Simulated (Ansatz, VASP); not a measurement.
## TePb: VASP beside Ansatz

```xyz
2
Lattice="4.0054 0.0000 0.0000 0.0000 4.0054 0.0000 0.0000 0.0000 4.0054" Properties=species:S:1:pos:R:3 pbc="T T T"
Pb    0.0000    0.0000    0.0000
Te    2.0027    2.0027    2.0027
```

Alike in both runs: task single point; functional PBE; k mesh 8 × 8 × 8; occupations gaussian, width 0.05 eV; non-collinear spin, spin-orbit coupling.

|  | VASP | Ansatz |
| --- | --- | --- |
| version | VASP 6.6.1 | Ansatz 0.2.0 |
| potentials or method | VASP PAW PBE potentials, release 64 (Pb_d, Te), cutoff 520 eV | plane waves, PAW |
| valence electrons in the cell | 20 | 30 |

```csv
,VASP,Ansatz,Ansatz less VASP
pressure (GPa),0.1,0.1,-0.01
net moment per atom (μB),0.00,0.00,0.000
```

The functional is the same, so the differences come from potentials, cutoffs and numerics. VASP's potentials hold 20 valence electrons a cell and Ansatz's 30, so a difference there can come from the potentials and not from the codes.
